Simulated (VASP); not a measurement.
KBaI3, 5 atoms in the cell. The structure is tetragonal, space group P4/mmm (No. 123). Conventional cell: a = 6.719 Å, b = 6.719 Å, c = 6.686 Å, α = 90.00°, β = 90.00°, γ = 90.00°. Within 4.4 Å of Ba (site symmetry 4/mmm) lie 6 I at 3.34 to 3.36 Å. Within 4.4 Å of I (site symmetry 4/mmm) lie 2 Ba at 3.34 Å. I (site symmetry mmm) has 2 Ba at 3.36 Å within 4.4 Å.  This cell differs from its parent crystal: uniaxial z strain -0.5%.

* Program: VASP 6.6.1
* Task: single point
* Functional: PBE
* Potentials or basis: VASP PAW PBE potentials, release 64 (K_sv, Ba_sv, I)
* Cutoff: 500 eV
* k mesh: 4 × 4 × 4
* Occupations: fermi-dirac, width 0.02 eV
* Spin: no spin polarisation
* Dipole correction: no
* Further INCAR settings: ALGO = Normal; EDIFF = 1e-06; NBANDS = 28

Potentials or basis: VASP PAW PBE potentials, release 64 (K_sv, Ba_sv, I).

The run is started by

```sh
$ cat potpaw_PBE.64/K_sv/POTCAR potpaw_PBE.64/Ba_sv/POTCAR potpaw_PBE.64/I/POTCAR > POTCAR
$ mpirun -np 1 vasp_std > vasp.out
```

Hardware: 1 thread of AMD EPYC 7R43 64-Core Processor (Zen 3) (shared host).

Task: How long does it take, and how much memory?

Result: It took 110 s on 1 thread of AMD EPYC 7R43 64-Core Processor (Zen 3), on a shared host, peak memory 0.39 GiB. Counts: scf iterations 14, k points 18.
